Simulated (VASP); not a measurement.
Here is a VASP 6.6.1 calculation.

Contents of POSCAR:

```
Al2O3
1.0
    2.4253066157      1.4002514274      4.4197407306
   -2.4253066157      1.4002514274      4.4197407306
    0.0000000000     -2.8005028549      4.4197407306
Al O
4 6
Direct
    0.3519716567      0.3519716567      0.3519716567
    0.1480283433      0.1480283433      0.1480283433
    0.6480283433      0.6480283433      0.6480283433
    0.8519716567      0.8519716567      0.8519716567
    0.5560828340      0.9439171660      0.2500000000
    0.2500000000      0.5560828340      0.9439171660
    0.9439171660      0.2500000000      0.5560828340
    0.4439171660      0.0560828340      0.7500000000
    0.7500000000      0.4439171660      0.0560828340
    0.0560828340      0.7500000000      0.4439171660
```

Contents of INCAR.step1:

```
SYSTEM = Al2O3
PREC = Accurate ; ENCUT = 600
ISMEAR = 0 ; SIGMA = 0.02
LREAL = .False. ; LASPH = .True.
NELM = 100 ; GGA = PE
ALGO = Normal ; EDIFF = 1E-4
LWAVE = .True. ; LCHARG = .False.
```

Contents of INCAR.step2:

```
SYSTEM = Al2O3
PREC = Accurate ; ENCUT = 600
EDIFF = 1E-6 ; ISMEAR = 0
SIGMA = 0.02 ; LREAL = .False.
LASPH = .True. ; NELM = 100
ALGO = Normal ; ISIF = 4
LWAVE = .False. ; LCHARG = .False.
METAGGA = R2SCAN ; LMIXTAU = .True.
IBRION = 2 ; NSW = 50
EDIFFG = -0.01 ; ISTART = 1
```

File KPOINTS:

```
Automatic mesh
0
Gamma
  6 6 6
  0 0 0
```

Potentials or basis: VASP PAW PBE potentials, release 64 (Al, O).

Command:

```sh
$ cat potpaw_PBE.64/Al/POTCAR potpaw_PBE.64/O/POTCAR > POTCAR
$ cp INCAR.step1 INCAR
$ mpirun -np 1 vasp_std > vasp.out
$ cp INCAR.step2 INCAR
$ mpirun -np 1 vasp_std > vasp.out
```

Question: Estimate the band gap on the k mesh.

Answer: 6.44 eV.

Step by step:
```csv
step,energy change (eV),largest force (eV/Å),pressure (GPa),volume (Å³)
1,0.0000,0.0474,-14.16,90.06
2,-0.0003,0.0051,-14.13,90.06
```

Caveat: the PAW data sets were made with another functional, which shifts forces and pressure a little.
